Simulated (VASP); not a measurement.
The system is Sc.

```
Sc
1.0
     3.33091    0.00000    0.00000
    -1.66546    2.88466    0.00000
     0.00000    0.00000    5.30822
Sc
2
Direct
  0.66667 0.33333 0.75000
  0.33333 0.66667 0.25000
```

This cell differs from its parent crystal: volume scaled by 1.02.

Base run:

* Program: VASP 6.6.1
* Functional: PBEsol
* Potentials or basis: VASP PAW PBE potentials, release 64 (Sc_sv)
* Cutoff: 520 eV
* k mesh: 9 × 9 × 5
* Occupations: fermi-dirac, width 0.05 eV
* Spin: no spin polarisation

Its results: band gap on the k mesh zero (band 11 reaches 4.04 eV, above the bottom of band 12 at 2.96 eV); pressure -3.7 GPa.

Q: The run is repeated on the same cell with these changes: functional from PBEsol to r2SCAN. What comes out?

A: Band gap on the k mesh zero (band 11 reaches 4.26 eV, above the bottom of band 12 at 3.11 eV); pressure -0.9 GPa.

Caveats: the PAW data sets were made with another functional, which shifts forces and pressure a little.
